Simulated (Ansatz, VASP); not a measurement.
## One calculation of Cu, two programs

```xyz
2
Lattice="2.5167 0.0000 0.0000 -1.2583 2.1795 0.0000 0.0000 0.0000 4.1097" Properties=species:S:1:pos:R:3 pbc="T T T"
Cu    0.0000    1.4530    1.0274
Cu    1.2583    0.7265    3.0822
```

Change from the starting cell: equal strain along all axes, cell held, atoms relaxed: -2.0 %.

Alike in both runs: task single point; functional PBE; k mesh 24 × 24 × 12; occupations gaussian, width 0.1 eV; no spin polarisation.

|  | VASP | Ansatz |
| --- | --- | --- |
| version | VASP 6.6.1 | Ansatz 0.2.0 |
| potentials or method | VASP PAW PBE potentials, release 64 (Cu_sv_GW), cutoff 700 eV | scalar-relativistic, plane waves, PAW |
| valence electrons in the cell | 38 | 38 |

```tsv
	VASP	Ansatz	Ansatz less VASP
gap on the k mesh at the Fermi level (eV)	none	none	-
pressure (GPa)	4.4	9.8	+5.38
traceless stress, the component that is largest in VASP (GPa)	0.50	0.48	-0.013
```

A gap of «none» marks a metal or a gap that the smearing closes. One of these differences is far larger than is usual between the two programs; its cause wasn't traced.
